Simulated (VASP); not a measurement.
# P (Im-3m) in VASP: notebook, part 2 of 2

VASP 6.6.1.

### 3 Single point, PBEsol

This run uses another cell than the first one, of 16.75 Å³/atom.

The input, INCAR:

```
SYSTEM = P
  ALGO = Normal
  EDIFF = 1E-6
  ENCUT = 500
  GGA = PS
  GGA_COMPAT = .False.
  ISIF = 2
  ISMEAR = 0
  LASPH = .True.
  LCHARG = .True.
  LELF = .True.
  LREAL = .False.
  LVHAR = .True.
  LWAVE = .False.
  NBANDS = 8
  NELM = 120
  PREC = Accurate
  SIGMA = 0.1
```

The input, KPOINTS:

```
k-points
0
Gamma
  8 8 8
  0 0 0
```

The input, POSCAR:

```
P
1.0
   -1.6117973500      1.6117973500      1.6117973500
    1.6117973500     -1.6117973500      1.6117973500
    1.6117973500      1.6117973500     -1.6117973500
P
1
Direct
    0.0000000000      0.0000000000      0.0000000000
```

Potentials or basis: VASP PAW PBE potentials, release 64 (P).

On the command line:

```console
$ cat potpaw_PBE.64/P/POTCAR > POTCAR
$ mpirun -np 1 vasp_std > vasp.out
```

OUTCAR:

```text
SYSTEM = P
   EDIFF = 1E-6
   ENCUT = 500
   GGA = PS
   ISIF = 2
   ISMEAR = 0
   LASPH = .True.
   LREAL = .False.
   NELM = 120
   PREC = Accurate

 ion  position               nearest neighbor table
   1  0.000  0.000  0.000-

  LATTYP: Found a body centered cubic cell.
 ALAT       =     3.2235947000

  Lattice vectors:

 A1 = (  -1.6117973500,   1.6117973500,   1.6117973500)
 A2 = (   1.6117973500,  -1.6117973500,   1.6117973500)
 A3 = (   1.6117973500,   1.6117973500,  -1.6117973500)

Analysis of symmetry for initial positions (statically):
=====================================================================
 Subroutine PRICEL returns:
 Original cell was already a primitive cell.

 Routine SETGRP: Setting up the symmetry group for a
 body centered cubic supercell.

 Subroutine GETGRP returns: Found 48 space group operations
 (whereof 48 operations were pure point group operations)
 out of a pool of 48 trial point group operations.

The static configuration has the point symmetry O_h .

Analysis of symmetry for dynamics (positions and initial velocities):
=====================================================================
 Subroutine PRICEL returns:
 Original cell was already a primitive cell.

 Routine SETGRP: Setting up the symmetry group for a
 body centered cubic supercell.

 Subroutine GETGRP returns: Found 48 space group operations
 (whereof 48 operations were pure point group operations)
 out of a pool of 48 trial point group operations.

The dynamic configuration has the point symmetry O_h .

 Subroutine INISYM returns: Found 48 space group operations
 (whereof 48 operations are pure point group operations),
 and found     1 'primitive' translations

----------------------------------------------------------------------------------------

                                     Primitive cell

  volume of cell :      16.7491

  direct lattice vectors                    reciprocal lattice vectors
    -1.611797350  1.611797350  1.611797350     0.000000000  0.310212695  0.310212695
     1.611797350 -1.611797350  1.611797350     0.310212695  0.000000000  0.310212695
     1.611797350  1.611797350 -1.611797350     0.310212695  0.310212695  0.000000000

  length of vectors
     2.791714902  2.791714902  2.791714902     0.438707001  0.438707001  0.438707001

  position of ions in fractional coordinates (direct lattice)
     0.000000000  0.000000000  0.000000000

  ion indices of the primitive-cell ions
   primitive index   ion index
                 1           1

----------------------------------------------------------------------------------------

 KPOINTS: k-points

Automatic generation of k-mesh.
 Grid dimensions read from file:
 generate k-points for:    8    8    8

 Generating k-lattice:

  Cartesian coordinates                     Fractional coordinates (reciprocal lattice)
     0.000000000  0.038776587  0.038776587     0.125000000  0.000000000  0.000000000
     0.038776587  0.000000000  0.038776587     0.000000000  0.125000000  0.000000000
     0.038776587  0.038776587  0.000000000     0.000000000  0.000000000  0.125000000

  Length of vectors
     0.054838375  0.054838375  0.054838375

  Shift w.r.t. Gamma in fractional coordinates (k-lattice)
     0.000000000  0.000000000  0.000000000

 Subroutine IBZKPT returns following result:
 ===========================================

 Found     29 irreducible k-points:

 Following reciprocal coordinates:
            Coordinates               Weight
  0.000000  0.000000  0.000000      1.000000
  0.125000  0.000000  0.000000     12.000000
  0.250000  0.000000  0.000000     12.000000
  0.375000  0.000000  0.000000     12.000000
  0.500000  0.000000  0.000000      6.000000
  0.125000  0.125000  0.000000     24.000000
[... 16 lines left out ...]
 -0.250000  0.250000  0.250000      6.000000
 -0.375000  0.375000  0.250000     24.000000
 [... further k-points ...]
   k-points           NKPTS =     29   k-points in BZ     NKDIM =     29   number of bands    NBANDS=      8
   number of dos      NEDOS =    301   number of ions     NIONS =      1
   total plane-waves  NPLWV =   8000
   dimension x,y,z NGX =    20 NGY =   20 NGZ =   20
   dimension x,y,z NGXF=    40 NGYF=   40 NGZF=   40
   ions per type =               1
   NGX,Y,Z   is equivalent  to a cutoff of  11.91, 11.91, 11.91 a.u.
   NGXF,Y,Z  is equivalent  to a cutoff of  23.82, 23.82, 23.82 a.u.
 SYSTEM =  P
   PREC   = accura    normal or accurate (medium, high low for compatibility)
   ISTART =      0    job   : 0-new  1-cont  2-samecut
   ICHARG =      2    charge: 1-file 2-atom 10-const
   ISPIN  =      1    spin polarized calculation?
   LNONCOLLINEAR =      F non collinear calculations
   LSORBIT =      F    spin-orbit coupling
   LASPH  =      T    aspherical Exc in radial PAW
   ENCUT  =  500.0 eV  36.75 Ry    6.06 a.u.   5.09  5.09  5.09*2*pi/ulx,y,z
   NELM   =    120;   NELMIN=  2; NELMDL= -5     # of ELM steps
   EDIFF  = 0.1E-05   stopping-criterion for ELM
   LREAL  =      F    real-space projection
   EDIFFG = 0.1E-04   stopping-criterion for IOM
   NSW    =      0    number of steps for IOM
   IBRION =     -1    ionic relax: 0-MD 1-quasi-New 2-CG
   NFREE  =      0    steps in history (QN), initial steepest desc. (CG)
   ISIF   =      2    stress and relaxation
   ISYM   =      2    0-nonsym 1-usesym 2-fastsym
   POTIM  = 0.5000    time-step for ionic-motion
   TEBEG  =    0.0;   TEEND  =   0.0 temperature during run
   PSTRESS=    0.0 pullay stress
   NELECT =       5.0000    total number of electrons
   NUPDOWN=      -1.0000    fix difference up-down
   EMIN   =  10.00;   EMAX   =-10.00  energy-range for DOS
   EFERMI =   0.00;   METHOD = LEGACY
   ISMEAR =     0;   SIGMA  =   0.10  broadening in eV -4-tet -1-fermi 0-gaus
   EFERMI_NEDOS =   21; number of points for ismear=-14 and -15
   IALGO  =     38    algorithm
   IMIX   =      4    mixing-type and parameters
     AMIX     =   0.40;   BMIX     =  1.00
     AMIX_MAG =   1.60;   BMIX_MAG =  1.00
  volume/ion in A,a.u.               =      16.75       113.03
  Fermi-wavevector in a.u.,A,eV,Ry     =   1.094127  2.067600 16.287723  1.197114
  Thomas-Fermi vector in A             =   2.230426
   LORBIT       =      0    0 simple, 1 ext, 2 COOP (PROOUT), +10 PAW based schemes
   GGA     = PS    functional components
   LHFCALC =     F    Hartree Fock is set to
   AEXX    =    0.0000 exact exchange contribution
   IVDW    =     0    specifies the selected vdW correction
   LEPSILON=     F    determine dielectric tensor
   LRPA    =     F    only Hartree local field effects (RPA)
 non-spin polarized calculation
 Gauss-broadening in eV      SIGMA  =   0.10
  energy-cutoff  :      500.00
  volume of cell :       16.75
 maximum number of plane-waves:       436
   NGX = 11   NGY = 11   NGZ = 11

 number of electron       5.0000002 magnetization

 Free energy of the ion-electron system (eV)
  ---------------------------------------------------
  ext. energy  EPLUGINS =         0.00000000
  ---------------------------------------------------
  free energy    TOTEN  =        -5.03854289 eV

  energy without entropy =       -5.03602823  energy(sigma->0) =       -5.03728556

 E-fermi :   7.6667     XC(G=0): -10.9419

 val. band max:        7.6441427867   @ k =  -0.2500   0.2500   0.1250
 cond. band min:       8.0251640975   @ k =   0.3750   0.1250   0.0000
 fundamental gap:      0.3810213108
 Fermi energy:         7.6666807374

 k-point     1 :       0.0000    0.0000    0.0000
  band No.  band energies     occupation
      1      -7.1292      2.00000
      2      13.4699      0.00000
      3      13.4699      0.00000
      4      13.4699      0.00000
      5      19.3478      0.00000
      6      19.3478      0.00000
      7      19.3478      0.00000
      8      22.8447      0.00000
[... 243 lines left out ...]
 k-point    24 :      -0.3750    0.3750    0.2500
  band No.  band energies     occupation
      1      -2.0078      2.00000
      2       4.8012      2.00000
      3       7.3114      2.00000
      4       8.5465      0.00000
      5      13.8222      0.00000
      6      18.9188      0.00000
      7      21.4578      0.00000
      8      23.2831      0.00000

 [... further k-points ...]

------------------------ aborting loop because EDIFF is reached ----------------------------------------

  FORCE on cell =-STRESS in cart. coord.  units (eV):
  Direction    XX          YY          ZZ          XY          YZ          ZX
  --------------------------------------------------------------------------------------
  -------------------------------------------------------------------------------------
  Total       -1.6127916     -1.6127916     -1.6127916      0.0000000      0.0000000      0.0000000
  in kB     -154.2756979   -154.2756979   -154.2756979      0.0000000      0.0000000      0.0000000
  external PRESSURE =    -154.2756979 kB  Pullay stress =       0.0000000 kB

 VOLUME and BASIS-vectors are now :
 -----------------------------------------------------------------------------
  energy-cutoff  :      500.00
  volume of cell :       16.75
      direct lattice vectors                 reciprocal lattice vectors
    -1.611797350  1.611797350  1.611797350     0.000000000  0.310212695  0.310212695
     1.611797350 -1.611797350  1.611797350     0.310212695  0.000000000  0.310212695
     1.611797350  1.611797350 -1.611797350     0.310212695  0.310212695  0.000000000

 POSITION                                       TOTAL-FORCE (eV/Angst)
 -----------------------------------------------------------------------------------
      0.00000      0.00000      0.00000        -0.000000     -0.000000     -0.000000
 -----------------------------------------------------------------------------------
    total drift:                                0.000000      0.000000     -0.000000

  FREE ENERGIE OF THE ION-ELECTRON SYSTEM (eV)
  ---------------------------------------------------
  free  energy   TOTEN  =        -5.0385428877 eV

  energy  without entropy=       -5.0360282294  energy(sigma->0) =       -5.03728556
```

Run time: 6.2 s. Hardware: 1 thread of Intel Xeon Platinum 8375C at 2.90GHz (Ice Lake), shared host; peak memory 0.12 GiB.

What came out:

- Free energy: -5.0385 eV
- Pressure: -15.4 GPa
- Band gap on the k mesh: zero (an odd number of electrons rules out a gap without spin polarisation)

Levels at points of the mesh, in eV from the Fermi level:
| k point | band 1 | band 2 | band 3 | band 4 | band 5 | band 6 | band 7 |
| --- | --- | --- | --- | --- | --- | --- | --- |
| (0.00, 0.00, 0.00) | -14.80 | 5.80 | 5.80 | 5.80 | 11.68 | 11.68 | 11.68 |
| (0.50, 0.00, 0.00) | -9.50 | -6.61 | 2.00 | 4.45 | 7.58 | 7.69 | 17.96 |
| (0.50, 0.50, 0.50) | -5.18 | -2.18 | -2.18 | -2.18 | 3.14 | 3.14 | 21.83 |

Caveat: the cell stands under tension; the PAW data sets were made with another functional, which shifts forces and pressure a little; an odd number of electrons without spin polarisation forces a metal; a magnetic or distorted state may lie lower.

The gap in the log of VASP goes by the Fermi energy; the results here count the filled bands.